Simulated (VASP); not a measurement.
Ag4F: single point with PBEsol

System: Ag4F, a slab with vacuum.

```
Ag F
1.0
     2.86690    0.00000    0.00000
     0.00000    2.86690    0.00000
     0.00000    0.00000   25.08162
Ag F
4 1
Direct
  0.50000 0.50000 0.33889
  0.00000 0.00000 0.41972
  0.50000 0.50000 0.49984
  0.00000 0.00000 0.57881
  0.00000 0.00000 0.65625
```

```json
{"Program": "VASP 6.6.1", "Task": "single point", "Functional": "PBEsol", "Potentials or basis": "VASP PAW PBE potentials, release 64 (Ag_sv_GW, F)", "Cutoff": "520 eV", "k mesh": "10 × 10 × 1", "Occupations": "gaussian, width 0.1 eV", "Spin": "no spin polarisation", "Dipole correction": "yes", "Further INCAR settings": "ALGO = Normal; EDIFF = 1e-06; NBANDS = 50; NELMDL = -8"}
```

| Item | Value |
| --- | --- |
| Largest force | 0.162 eV/Å |
| Band gap on the k mesh | zero (an odd number of electrons rules out a gap without spin polarisation) |

Forces in eV/Å, atoms in the order of the input:
```
Ag   0.000  0.000  0.160
Ag   0.000  0.000 -0.162
Ag   0.000  0.000  0.001
Ag   0.000  0.000 -0.069
F    0.000  0.000  0.070
```

Levels at points of the mesh, in eV from the Fermi level:
```
           k point  band 38  band 39  band 40  band 41  band 42  band 43  band 44  band 45  band 46  band 47
(0.00, 0.00, 0.00)    -2.72    -2.72    -2.51    -0.97    -0.13    -0.13     0.88     4.30     5.27     5.99
(0.50, 0.00, 0.00)    -1.59    -0.87    -0.44    -0.11    -0.02     0.12     1.38     3.01     4.98     6.18
(0.50, 0.50, 0.00)    -1.07    -1.07     0.03     2.60     2.60     4.89     4.89     7.00     7.11     7.30
```

Wall time 4.6 min on 1 thread of Intel(R) Xeon(R) 6975P-C (Granite Rapids) (shared host), peak memory 0.43 GiB.

Caveat: the PAW data sets were made with another functional, which shifts forces and pressure a little.
